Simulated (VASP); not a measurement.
# DyGe3P (P4mm) in VASP: notebook

The runs below take DyGe3P through single point, with PBE.

All numbers are computed with VASP 6.6.1; they aren't measurements. Logs are shortened: lines on timing, memory, paths and dates and some standing lists are left out, and cuts for length are marked.

## 1. The cell of the first run

Symmetry: P4mm, No. 99, tetragonal system. The conventional cell has a = 4.250 Å, b = 4.250 Å, c = 5.387 Å, α = 90.00°, β = 90.00°, γ = 90.00°. Within 4.0 Å of Dy (site symmetry 4mm) lie 12 Ge at 3.07 to 3.52 Å and 4 P at 3.46 Å. Within 3.1 Å of Ge (site symmetry 4mm) lie 2 P at 2.37 to 3.02 Å and 4 Ge at 3.03 Å and 4 Dy at 3.07 Å. Ge (site symmetry 2mm) has 2 P at 2.29 Å and 6 Ge at 3.01 to 3.03 Å within 3.1 Å. Within 3.1 Å of P (site symmetry 4mm) lie 6 Ge at 2.29 to 3.02 Å.

The cell was generated, and may not be a known phase.

## 2. Single point, PBE

INCAR

```
SYSTEM = DyGe3P
ALGO = Normal ; EDIFF = 1E-6
ENCUT = 500 ; GGA = PE
GGA_COMPAT = .False. ; ISIF = 2
ISMEAR = 0 ; LASPH = .True.
LCHARG = .True. ; LELF = .True.
LMAXMIX = 6 ; LREAL = .False.
LVHAR = .True. ; LWAVE = .False.
NBANDS = 36 ; NELM = 200
PREC = Accurate ; SIGMA = 0.1
```

KPOINTS

```
k-points
0
Gamma
  4 4 4
  0 0 0
```

POSCAR

```
DyGe3P
1.0
    4.2504558100      0.0000000000      0.0000000000
    0.0000000000      4.2504558100      0.0000000000
    0.0000000000      0.0000000000      5.3874331000
Dy Ge P
1 3 1
Direct
    0.0000000000      0.0000000000      0.0000000000
    0.5000000000      0.5000000000      0.1201000000
    0.0000000000      0.5000000000      0.5209000100
    0.5000000000      0.0000000000      0.5209000100
    0.5000000000      0.5000000000      0.6800000100
```

Potentials or basis: VASP PAW PBE potentials, release 64 (Dy_3, Ge_d, P), 4f in core.

On the command line:

```console
> cat potpaw_PBE.64/Dy_3/POTCAR potpaw_PBE.64/Ge_d/POTCAR potpaw_PBE.64/P/POTCAR > POTCAR
> mpirun -np 1 vasp_std > vasp.out
```

OUTCAR:

```text
SYSTEM = DyGe3P
   EDIFF = 1E-6
   ENCUT = 500
   GGA = PE
   ISIF = 2
   ISMEAR = 0
   LASPH = .True.
   LREAL = .False.
   NELM = 200
   PREC = Accurate

 ion  position               nearest neighbor table
   1  0.000  0.000  0.000-   2 3.07   2 3.07   2 3.07   2 3.07   3 3.34   4 3.34   4 3.34   3 3.34

   2  0.500  0.500  0.120-   5 2.37   1 3.07   1 3.07   1 3.07   1 3.07
   3  0.000  0.500  0.521-   5 2.29   5 2.29   1 3.34   1 3.34
   4  0.500  0.000  0.521-   5 2.29   5 2.29   1 3.34   1 3.34
   5  0.500  0.500  0.680-   3 2.29   4 2.29   4 2.29   3 2.29   2 2.37

  LATTYP: Found a simple tetragonal cell.
 ALAT       =     4.2504558100
 C/A-ratio  =     1.2674953795

  Lattice vectors:

 A1 = (   4.2504558100,   0.0000000000,   0.0000000000)
 A2 = (   0.0000000000,   4.2504558100,   0.0000000000)
 A3 = (   0.0000000000,   0.0000000000,   5.3874331000)

Analysis of symmetry for initial positions (statically):
=====================================================================
 Subroutine PRICEL returns:
 Original cell was already a primitive cell.

 Routine SETGRP: Setting up the symmetry group for a
 simple tetragonal supercell.

 Subroutine GETGRP returns: Found  8 space group operations
 (whereof  8 operations were pure point group operations)
 out of a pool of 16 trial point group operations.

The static configuration has the point symmetry C_4v.

Analysis of symmetry for dynamics (positions and initial velocities):
=====================================================================
 Subroutine PRICEL returns:
 Original cell was already a primitive cell.

 Routine SETGRP: Setting up the symmetry group for a
 simple tetragonal supercell.

 Subroutine GETGRP returns: Found  8 space group operations
 (whereof  8 operations were pure point group operations)
 out of a pool of 16 trial point group operations.

The dynamic configuration has the point symmetry C_4v.

 Subroutine INISYM returns: Found  8 space group operations
 (whereof  8 operations are pure point group operations),
 and found     1 'primitive' translations

----------------------------------------------------------------------------------------

                                     Primitive cell

  volume of cell :      97.3314

  direct lattice vectors                    reciprocal lattice vectors
     4.250455810  0.000000000  0.000000000     0.235268885  0.000000000  0.000000000
     0.000000000  4.250455810  0.000000000     0.000000000  0.235268885  0.000000000
     0.000000000  0.000000000  5.387433100     0.000000000  0.000000000  0.185617154

  length of vectors
     4.250455810  4.250455810  5.387433100     0.235268885  0.235268885  0.185617154

  position of ions in fractional coordinates (direct lattice)
     0.000000000  0.000000000  0.000000000
     0.500000000  0.500000000  0.120100000
     0.000000000  0.500000000  0.520900010
     0.500000000  0.000000000  0.520900010
     0.500000000  0.500000000  0.680000010

  ion indices of the primitive-cell ions
   primitive index   ion index
                 1           1
                 2           2
                 3           3
                 4           4
                 5           5

----------------------------------------------------------------------------------------

 KPOINTS: k-points

Automatic generation of k-mesh.
 Grid dimensions read from file:
 generate k-points for:    4    4    4

 Generating k-lattice:

  Cartesian coordinates                     Fractional coordinates (reciprocal lattice)
     0.058817221  0.000000000  0.000000000     0.250000000  0.000000000  0.000000000
     0.000000000  0.058817221  0.000000000     0.000000000  0.250000000  0.000000000
     0.000000000  0.000000000  0.046404289     0.000000000  0.000000000  0.250000000

  Length of vectors
     0.058817221  0.058817221  0.046404289

  Shift w.r.t. Gamma in fractional coordinates (k-lattice)
     0.000000000  0.000000000  0.000000000

 Subroutine IBZKPT returns following result:
 ===========================================

 Found     18 irreducible k-points:

 Following reciprocal coordinates:
            Coordinates               Weight
  0.000000  0.000000  0.000000      1.000000
  0.250000  0.000000  0.000000      4.000000
  0.500000  0.000000  0.000000      2.000000
  0.250000  0.250000  0.000000      4.000000
  0.500000  0.250000  0.000000      4.000000
  0.500000  0.500000  0.000000      1.000000
[... 10 lines left out ...]
  0.500000  0.250000  0.500000      4.000000
  0.500000  0.500000  0.500000      1.000000
   k-points           NKPTS =     18   k-points in BZ     NKDIM =     18   number of bands    NBANDS=     36
   number of dos      NEDOS =    301   number of ions     NIONS =      5
   total plane-waves  NPLWV =  40960
   dimension x,y,z NGX =    32 NGY =   32 NGZ =   40
   dimension x,y,z NGXF=    64 NGYF=   64 NGZF=   80
   ions per type =               1   3   1
   NGX,Y,Z   is equivalent  to a cutoff of  12.52, 12.52, 12.34 a.u.
   NGXF,Y,Z  is equivalent  to a cutoff of  25.03, 25.03, 24.69 a.u.
 SYSTEM =  DyGe3P
   PREC   = accura    normal or accurate (medium, high low for compatibility)
   ISTART =      0    job   : 0-new  1-cont  2-samecut
   ICHARG =      2    charge: 1-file 2-atom 10-const
   ISPIN  =      1    spin polarized calculation?
   LNONCOLLINEAR =      F non collinear calculations
   LSORBIT =      F    spin-orbit coupling
   LASPH  =      T    aspherical Exc in radial PAW
   ENCUT  =  500.0 eV  36.75 Ry    6.06 a.u.   7.75  7.75  9.82*2*pi/ulx,y,z
   NELM   =    200;   NELMIN=  2; NELMDL= -5     # of ELM steps
   EDIFF  = 0.1E-05   stopping-criterion for ELM
   LREAL  =      F    real-space projection
   EDIFFG = 0.1E-04   stopping-criterion for IOM
   NSW    =      0    number of steps for IOM
   IBRION =     -1    ionic relax: 0-MD 1-quasi-New 2-CG
   NFREE  =      0    steps in history (QN), initial steepest desc. (CG)
   ISIF   =      2    stress and relaxation
   ISYM   =      2    0-nonsym 1-usesym 2-fastsym
   POTIM  = 0.5000    time-step for ionic-motion
   TEBEG  =    0.0;   TEEND  =   0.0 temperature during run
   PSTRESS=    0.0 pullay stress
   NELECT =      56.0000    total number of electrons
   NUPDOWN=      -1.0000    fix difference up-down
   EMIN   =  10.00;   EMAX   =-10.00  energy-range for DOS
   EFERMI =   0.00;   METHOD = LEGACY
   ISMEAR =     0;   SIGMA  =   0.10  broadening in eV -4-tet -1-fermi 0-gaus
   EFERMI_NEDOS =   21; number of points for ismear=-14 and -15
   IALGO  =     38    algorithm
   IMIX   =      4    mixing-type and parameters
     AMIX     =   0.40;   BMIX     =  1.00
     AMIX_MAG =   1.60;   BMIX_MAG =  1.00
  volume/ion in A,a.u.               =      19.47       131.36
  Fermi-wavevector in a.u.,A,eV,Ry     =   1.361611  2.573073 25.225009  1.853986
  Thomas-Fermi vector in A             =   2.488173
   LORBIT       =      0    0 simple, 1 ext, 2 COOP (PROOUT), +10 PAW based schemes
   GGA     = PE    functional components
   LHFCALC =     F    Hartree Fock is set to
   AEXX    =    0.0000 exact exchange contribution
   IVDW    =     0    specifies the selected vdW correction
   LEPSILON=     F    determine dielectric tensor
   LRPA    =     F    only Hartree local field effects (RPA)
 non-spin polarized calculation
 Gauss-broadening in eV      SIGMA  =   0.10
  energy-cutoff  :      500.00
  volume of cell :       97.33
 maximum number of plane-waves:      2491
 NGX is ok and might be reduce to    32
   NGX = 15   NGY = 15   NGZ = 19

 number of electron      56.0000004 magnetization

 Free energy of the ion-electron system (eV)
  ---------------------------------------------------
  ext. energy  EPLUGINS =         0.00000000
  ---------------------------------------------------
  free energy    TOTEN  =       -22.54045695 eV

  energy without entropy =      -22.53089239  energy(sigma->0) =      -22.53567467

 E-fermi :   6.7416     XC(G=0): -11.0171

 val. band max:        6.7297718729   @ k =   0.0000   0.0000   0.0000
 cond. band min:       6.7569928156   @ k =   0.2500   0.0000   0.5000
 fundamental gap:      0.0272209427
 Fermi energy:         6.7415741708

 k-point     1 :       0.0000    0.0000    0.0000
  band No.  band energies     occupation
      1     -18.1094      2.00000
      2     -18.0780      2.00000
      3     -18.0273      2.00000
      4     -18.0273      2.00000
      5     -18.0111      2.00000
      6     -18.0023      2.00000
[... 28 lines left out ...]
     35       9.2832      0.00000
     36       9.3837      0.00000

 k-point     2 :       0.2500    0.0000    0.0000
  band No.  band energies     occupation
      1     -18.0913      2.00000
      2     -18.0583      2.00000
      3     -18.0254      2.00000
      4     -18.0237      2.00000
      5     -18.0139      2.00000
      6     -18.0034      2.00000
[... 28 lines left out ...]
     35      10.8229      0.00000
     36      11.0179      0.00000

 k-point     3 :       0.5000    0.0000    0.0000
  band No.  band energies     occupation
      1     -18.0587      2.00000
      2     -18.0428      2.00000
      3     -18.0220      2.00000
      4     -18.0186      2.00000
      5     -18.0083      2.00000
      6     -18.0060      2.00000
[... 28 lines left out ...]
     35      11.5116      0.00000
     36      11.7322      0.00000

 k-point     4 :       0.2500    0.2500    0.0000
  band No.  band energies     occupation
      1     -18.0813      2.00000
      2     -18.0472      2.00000
      3     -18.0334      2.00000
      4     -18.0260      2.00000
      5     -18.0094      2.00000
      6     -18.0054      2.00000
[... 28 lines left out ...]
     35      11.1447      0.00000
     36      11.1497      0.00000

 k-point     5 :       0.5000    0.2500    0.0000
  band No.  band energies     occupation
      1     -18.0585      2.00000
      2     -18.0510      2.00000
      3     -18.0388      2.00000
      4     -18.0171      2.00000
      5     -18.0164      2.00000
      6     -18.0154      2.00000
[... 421 lines left out ...]
 k-point    16 :       0.2500    0.2500    0.5000
  band No.  band energies     occupation
      1     -18.0819      2.00000
      2     -18.0471      2.00000
      3     -18.0337      2.00000
      4     -18.0258      2.00000
      5     -18.0092      2.00000
      6     -17.9996      2.00000
[... 28 lines left out ...]
     35      10.6335      0.00000
     36      10.9474      0.00000

 k-point    17 :       0.5000    0.2500    0.5000
  band No.  band energies     occupation
      1     -18.0576      2.00000
      2     -18.0515      2.00000
      3     -18.0397      2.00000
      4     -18.0170      2.00000
      5     -18.0164      2.00000
      6     -18.0050      2.00000
[... 28 lines left out ...]
     35      10.4730      0.00000
     36      11.4640      0.00000

 k-point    18 :       0.5000    0.5000    0.5000
  band No.  band energies     occupation
      1     -18.0592      2.00000
      2     -18.0592      2.00000
      3     -18.0483      2.00000
      4     -18.0190      2.00000
      5     -18.0190      2.00000
      6     -18.0095      2.00000
[... 28 lines left out ...]
     35      10.3626      0.00000
     36      10.7906      0.00000

------------------------ aborting loop because EDIFF is reached ----------------------------------------

  FORCE on cell =-STRESS in cart. coord.  units (eV):
  Direction    XX          YY          ZZ          XY          YZ          ZX
  --------------------------------------------------------------------------------------
  -------------------------------------------------------------------------------------
  Total        8.1654690      8.1654690      2.4771088      0.0000000     -0.0000000      0.0000000
  in kB      134.4122390    134.4122390     40.7758252      0.0000000     -0.0000000      0.0000000
  external PRESSURE =     103.2001010 kB  Pullay stress =       0.0000000 kB

 VOLUME and BASIS-vectors are now :
 -----------------------------------------------------------------------------
  energy-cutoff  :      500.00
  volume of cell :       97.33
      direct lattice vectors                 reciprocal lattice vectors
     4.250455810  0.000000000  0.000000000     0.235268885  0.000000000  0.000000000
     0.000000000  4.250455810  0.000000000     0.000000000  0.235268885  0.000000000
     0.000000000  0.000000000  5.387433100     0.000000000  0.000000000  0.185617154

 POSITION                                       TOTAL-FORCE (eV/Angst)
 -----------------------------------------------------------------------------------
      0.00000      0.00000      0.00000         0.000000     -0.000000      0.410194
      2.12523      2.12523      0.64703         0.000000      0.000000      0.207870
      0.00000      2.12523      2.80631         0.000000     -0.000000     -1.496651
      2.12523      0.00000      2.80631         0.000000     -0.000000     -1.496651
      2.12523      2.12523      3.66345         0.000000      0.000000      2.375239
 -----------------------------------------------------------------------------------
    total drift:                                0.000000      0.000000     -0.003353

  FREE ENERGIE OF THE ION-ELECTRON SYSTEM (eV)
  ---------------------------------------------------
  free  energy   TOTEN  =       -22.5404569461 eV

  energy  without entropy=      -22.5308923926  energy(sigma->0) =      -22.53567467
```

Run time: 26 s. Hardware: 1 thread of Intel Xeon 6975P-C (Granite Rapids), shared host; peak memory 0.23 GiB.

Results:

* Free energy: -22.5405 eV
* Pressure: 10.3 GPa
* Largest force: 2.375 eV/Å
* Band gap on the k mesh: zero (bands 28 and 29 overlap by 1.67 eV)

Forces in eV/Å, atoms in the order of the input:
```
Dy   0.000  0.000  0.410
Ge   0.000  0.000  0.208
Ge   0.000  0.000 -1.497
Ge   0.000  0.000 -1.497
P    0.000  0.000  2.375
```

Stress tensor (GPa, compression positive):
```
13.44  0.00  0.00
 0.00 13.44  0.00
 0.00  0.00  4.08
```

Caveat: the k points lie up to 0.37 Å⁻¹ apart, too coarse for converged energies and pressures of a metal; spin-orbit coupling is left out, which moves the levels of the heavy elements; the 4f electrons are frozen in the core, so they carry no moment and show no levels; forces of over 1 eV/Å act on the atoms, so gaps and moduli don't describe the material at rest.

## 3. Single point, PBE

This run uses another cell than the first one, of 22.24 Å³/atom.

INCAR

```
SYSTEM = DyGe3P
PREC = Accurate
ENCUT = 500
EDIFF = 1E-6
ISMEAR = 0
SIGMA = 0.1
LREAL = .FALSE.
LASPH = .TRUE.
NELM = 200
ALGO = Normal
ISIF = 2
LWAVE = .FALSE.
LCHARG = .FALSE.
GGA = PE
NBANDS = 36
GGA_COMPAT = .FALSE.
LMAXMIX = 6
```

KPOINTS

```
regular mesh
0
G
  4 4 4
  0 0 0
```

POSCAR

```
DyGe3P
1.0
    3.9908090502      0.0000000000      0.0000000000
    0.0000000000      3.9908090502      0.0000000000
    0.0000000000      0.0000000000      6.9816445388
Dy Ge P
1 3 1
Direct
    0.0000000000      0.0000000000     -0.2032779077
    0.5000000000      0.5000000000      0.2252448031
    0.0000000000      0.5000000000      0.4628044085
    0.5000000000      0.0000000000      0.4628044085
    0.5000000000      0.5000000000      0.8943243175
```

Potentials or basis: VASP PAW PBE potentials, release 64 (Dy_3, Ge_d, P), 4f in core.

On the command line:

```console
> cat potpaw_PBE.64/Dy_3/POTCAR potpaw_PBE.64/Ge_d/POTCAR potpaw_PBE.64/P/POTCAR > POTCAR
> mpirun -np 1 vasp_std > vasp.out
```

Wall time 38 s (1 thread of Intel Xeon 6975P-C (Granite Rapids), shared host); peak memory 0.24 GiB.

Results (log left out):

```
Free energy            : -25.4137 eV
Pressure               : 0.1 GPa
Largest force          : 0.052 eV/Å
Band gap on the k mesh : zero (bands 28 and 29 overlap by 1.14 eV)
```

Forces in eV/Å, atoms in the order of the input:
```
Dy   0.000  0.000  0.052
Ge   0.000  0.000 -0.033
Ge   0.000  0.000 -0.014
Ge   0.000  0.000 -0.014
P    0.000  0.000  0.009
```

Levels at points of the mesh, in eV from the Fermi level:
```csv
k point,band 26,band 27,band 28,band 29,band 30,band 31
"(0.00, 0.00, 0.00)",-1.11,-1.11,-0.30,0.24,1.66,1.66
"(0.50, 0.00, 0.00)",-1.64,-0.81,-0.07,0.02,0.49,1.79
"(0.50, 0.50, 0.00)",-3.21,-2.14,-2.14,1.50,2.80,3.47
"(0.00, 0.00, 0.50)",-1.12,-1.12,-0.56,1.17,1.88,1.88
"(0.50, 0.00, 0.50)",-1.61,-1.44,-0.05,0.28,0.56,1.94
"(0.50, 0.50, 0.50)",-3.40,-1.56,-1.56,-1.16,1.28,2.22
```

Caveat: the k points lie up to 0.39 Å⁻¹ apart, too coarse for converged energies and pressures of a metal; spin-orbit coupling is left out, which moves the levels of the heavy elements; the 4f electrons are frozen in the core, so they carry no moment and show no levels. Spin polarisation is off, so any magnetic state and its effect on volume and gap are missing.

The gap in the log of VASP goes by the Fermi energy; the results here count the filled bands.